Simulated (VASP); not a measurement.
**Ca: relaxation of cell and atoms with LDA**

Ca:

```
Ca
1.0
     0.00000    2.79420    2.79420
     2.79420    0.00000    2.79420
     2.79420    2.79420    0.00000
Ca
1
Direct
  0.00000 0.00000 0.00000
```

* Program: VASP 6.6.1
* Task: relaxation of cell and atoms
* Functional: LDA
* Potentials or basis: VASP PAW LDA potentials, release 64 (Ca_sv)
* Cutoff: 600 eV
* k mesh: 7 × 7 × 7
* Occupations: fermi-dirac, width 0.1 eV
* Spin: no spin polarisation
* Dipole correction: no
* Further INCAR settings: ALGO = Normal; EDIFF = 1e-06; IBRION = 2; EDIFFG = -0.01; NSW = 80; ISIF = 3

| Property | Result |
| --- | --- |
| Relaxed volume | 38.20 Å³/atom |
| Relaxed cell | a = 3.780 Å, b = 3.780 Å, c = 3.780 Å, α = 60.00°, β = 60.00°, γ = 60.00° |
| Space group after relaxing (to 0.05 Å) | Fm-3m (No. 225) |
| Energy gained by relaxing | 38.9 meV/atom |
| Ionic steps | 4 |
| Pressure after relaxing | 0.0 GPa |
| Band gap on the k mesh | zero (band 5 reaches 2.24 eV, above the bottom of band 6 at 2.23 eV) |

Step by step:
```tsv
step	energy change (eV)	largest force (eV/Å)	pressure (GPa)	volume (Å³)
1	0.0000	0.0000	-2.11	43.63
2	-0.0335	0.0000	-0.88	40.11
3	-0.0389	0.0000	-0.05	38.31
4	-0.0389	0.0000	0.00	38.20
```

Final structure:
```
CELL_PARAMETERS angstrom
0.00000 2.67312 2.67312
2.67312 0.00000 2.67312
2.67312 2.67312 0.00000
ATOMIC_POSITIONS crystal
Ca 0.00000 0.00000 0.00000
```

Levels at points of the mesh, in eV from the Fermi level:
| k point | band 2 | band 3 | band 4 | band 5 | band 6 | band 7 | band 8 | band 9 |
| --- | --- | --- | --- | --- | --- | --- | --- | --- |
| (0.00, 0.00, 0.00) | -22.54 | -22.54 | -22.54 | -4.21 | 2.33 | 2.33 | 2.33 | 3.53 |

Wall time 10 s on 1 thread of Intel(R) Xeon(R) Platinum 8559C (Emerald Rapids), on a shared host, peak memory 0.16 GiB.

Caveat: the volume moved by -12 % from the deposited cell, more than functionals usually miss. Zero-point motion and thermal expansion aren't in these numbers.
